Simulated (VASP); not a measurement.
Input of a VASP 6.6.1 run:

File INCAR:

```
SYSTEM = InP
PREC = Accurate ; ENCUT = 520
EDIFF = 1E-6 ; ISMEAR = -1
SIGMA = 0.1 ; LREAL = .FALSE.
LASPH = .TRUE. ; NELM = 80
ALGO = Normal ; ISIF = 2
LWAVE = .FALSE. ; LCHARG = .FALSE.
GGA = PE ; NBANDS = 16
```

File KPOINTS:

```
Automatic mesh
0
G
  11 11 11
  0 0 0
```

POSCAR

```
InP
1.0
    0.0000000000      2.6708573252      2.6708573252
    2.6708573252      0.0000000000      2.6708573252
    2.6708573252      2.6708573252      0.0000000000
In P
1 1
Direct
    0.0000000000      0.0000000000      0.0000000000
    0.2500000000      0.2500000000      0.2500000000
```

Potentials or basis: VASP PAW PBE potentials, release 64 (In_d, P).

Run with:

```sh
$ cat potpaw_PBE.64/In_d/POTCAR potpaw_PBE.64/P/POTCAR > POTCAR
$ mpirun -np 1 vasp_std > vasp.out
```

(1) Predict the band gap on the k mesh.

(2) Estimate the pressure.

Answers

(1) 1.17 eV (least direct gap 2.11 eV).

(2) 40.9 GPa.

Caveat: the cell stands under pressure; spin-orbit coupling is left out, which moves the levels of the heavy elements; an odd mesh through Γ misses points on the zone boundary, where band edges can lie.
